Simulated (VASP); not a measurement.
Set up this calculation in VASP 6.6.1, as the native input.

| Quantity | Value |
| --- | --- |
| Task | relaxation of cell and atoms |
| Functional | LDA |
| Potentials or basis | VASP PAW LDA potentials, release 64 (V_sv) |
| Cutoff | 500 eV |
| k mesh | 5 × 5 × 5 |
| Occupations | fermi-dirac, width 0.1 eV |
| Spin | no spin polarisation |
| Dipole correction | no |
| Further INCAR settings | ALGO = Normal; EDIFF = 1e-07; IBRION = 2; EDIFFG = -0.01; NSW = 80; ISIF = 3 |

The structure of V lies in POSCAR:

```
V
1.0
    4.8003007812      0.0000000000      0.0000000000
    0.0000000000      4.8003007812      0.0000000000
    0.0000000000      0.0000000000      4.8003007812
V
8
Direct
    0.0000000000      0.0000000000      0.0000000000
    0.5000000000      0.5000000000      0.5000000000
    0.2500000000      0.0000000000      0.5000000000
    0.7500000000      0.0000000000      0.5000000000
    0.5000000000      0.2500000000      0.0000000000
    0.5000000000      0.7500000000      0.0000000000
    0.0000000000      0.5000000000      0.2500000000
    0.0000000000      0.5000000000      0.7500000000
```

These files were run (other wordings do the same):

INCAR

```
PREC = Accurate ; ENCUT = 500
EDIFF = 1E-7 ; ISMEAR = -1
SIGMA = 0.1 ; LREAL = False
LASPH = True ; NELM = 120
ALGO = Normal ; ISIF = 3
LWAVE = False ; LCHARG = False
GGA = CA ; IBRION = 2
NSW = 80 ; EDIFFG = -0.01
GGA_COMPAT = False ; NELMIN = 4
```

KPOINTS

```
Automatic mesh
0
Gamma
  5 5 5
```

Potentials or basis: VASP PAW LDA potentials, release 64 (V_sv).

Run with:

```bash
$ cat potpaw_LDA.64/V_sv/POTCAR > POTCAR
$ mpirun -np 1 vasp_std > vasp.out
```

It gave:

```json
{"Relaxed volume": "12.84 Å³/atom", "Relaxed cell": "a = 4.683 Å, b = 4.683 Å, c = 4.683 Å, α = 90.00°, β = 90.00°, γ = 90.00°", "Space group after relaxing (to 0.1 Å)": "Pm-3n (No. 223)", "Energy gained by relaxing": "44.4 meV/atom", "Ionic steps": "4", "Pressure after relaxing": "0.0 GPa", "Band gap on the k mesh": "zero (bands 52 and 53 overlap by 0.16 eV)"}
```

Run time: 3.6 min on 1 thread of Intel Xeon 8259CL, with other jobs on the host, peak memory 0.19 GiB.
